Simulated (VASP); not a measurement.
Here is a VASP 6.6.1 calculation.

Contents of POSCAR:

```
ZnS
1.0
    0.0000000000     -2.6945131942     -2.6945131942
    0.0000000000      2.6945131942     -2.6945131942
    5.3890263884      0.0000000000      0.0000000000
Zn S
2 2
Direct
    0.5000000000      0.5000000000      0.5000000000
    0.0000000000      0.0000000000      0.0000000000
    0.0000000000      0.5000000000      0.2500000000
    0.5000000000      0.0000000000      0.7500000000
```

File INCAR.step1:

```
PREC = Accurate ; ENCUT = 520
ISMEAR = 0 ; SIGMA = 0.05
LREAL = F ; LASPH = T
NELM = 60 ; NBANDS = 26
GGA = PE ; ALGO = Normal
EDIFF = 1E-4 ; LWAVE = T
LCHARG = F
```

File INCAR.step2:

```
PREC = Accurate ; ENCUT = 520
EDIFF = 1E-7 ; ISMEAR = 0
SIGMA = 0.05 ; LREAL = F
LASPH = T ; NELM = 60
ALGO = Normal ; ISIF = 2
LWAVE = F ; LCHARG = T
METAGGA = R2SCAN ; LMIXTAU = T
LELF = T ; LVHAR = T
NBANDS = 26 ; ISTART = 1
```

File KPOINTS:

```
Automatic mesh
0
Gamma
  6 6 4
```

Potentials or basis: VASP PAW PBE potentials, release 64 (Zn, S).

Command:

```console
$ cat potpaw_PBE.64/Zn/POTCAR potpaw_PBE.64/S/POTCAR > POTCAR
$ cp INCAR.step1 INCAR
$ mpirun -np 1 vasp_std > vasp.out
$ cp INCAR.step2 INCAR
$ mpirun -np 1 vasp_std > vasp.out
```

(1) What does it give for the pressure?

(2) Predict the band gap on the k mesh.

## Answers

(1) 0.1 GPa.

(2) 2.71 eV.

Caveat: the PAW data sets were made with another functional, which shifts forces and pressure a little.
